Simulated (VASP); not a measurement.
Here is a VASP 6.6.1 calculation.

File INCAR:

```
SYSTEM = Si
ALGO = Normal
EDIFF = 1E-7
ENCUT = 520
GGA = PE
ISIF = 2
ISMEAR = 0
IVDW = 12
LASPH = .True.
LCHARG = .True.
LELF = .True.
LREAL = .False.
LVHAR = .True.
LWAVE = .False.
NBANDS = 16
NELM = 80
PREC = Accurate
SIGMA = 0.02
```

File KPOINTS:

```
k-points
0
Gamma
  12 12 6
  0 0 0
```

File POSCAR:

```
Si
1.0
    3.8155170209      0.0000000000      0.0000000000
   -1.9077585105      3.3043346686      0.0000000000
    0.0000000000      0.0000000000      6.3129357835
Si
4
Direct
    0.3333333333      0.6666666667      0.0630978611
    0.6666666667      0.3333333333      0.5630978611
    0.3333333333      0.6666666667      0.4369021389
    0.6666666667      0.3333333333      0.9369021389
```

Potentials or basis: VASP PAW PBE potentials, release 64 (Si).

Launch:

```console
$ cat potpaw_PBE.64/Si/POTCAR > POTCAR
$ mpirun -np 1 vasp_std > vasp.out
```

Question: Estimate the band gap on the k mesh.

Answer: 0.40 eV, indirect (least direct gap 1.07 eV).

Question: Predict the pressure.

Answer: -0.1 GPa.

Question: Estimate the dispersion energy per atom.

Answer: -0.315 eV.

A k mesh can miss the band edges.
